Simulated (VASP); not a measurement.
The system is Sn.

```
CELL_PARAMETERS angstrom
3.11550 0.00000 0.00000
0.00000 3.11550 0.00000
0.00000 0.00000 3.11550
ATOMIC_POSITIONS crystal
Sn 0.00000 0.00000 0.00000
```

```yaml
Program: VASP 6.6.1
Task: relaxation of cell and atoms
Functional: PBE
Potentials_or_basis: VASP PAW PBE potentials, release 64 (Sn_d)
Cutoff: 600 eV
k_mesh: 12 × 12 × 12
Occupations: fermi-dirac, width 0.08 eV
Spin: no spin polarisation
```

At the start: pressure -1.1 GPa; volume 30.24 Å³/atom.

Q: Where does the relaxation end?

A: Over 3 steps the energy falls by 2.5 meV/atom and the volume is 29.50 Å³/atom (-2.4 %); space group Pm-3m (No. 221, to 0.05 Å).

The path:
```tsv
step	energy change (eV)	largest force (eV/Å)	pressure (GPa)	volume (Å³)
1	0.0000	0.0000	-1.07	30.24
2	-0.0024	0.0000	0.21	29.36
3	-0.0025	0.0000	0.01	29.50
```

Final structure:
```xyz
1
Lattice="3.0899 0.0000 0.0000 0.0000 3.0899 0.0000 0.0000 0.0000 3.0899" Properties=species:S:1:pos:R:3 pbc="T T T"
Sn    0.0000    0.0000    0.0000
```
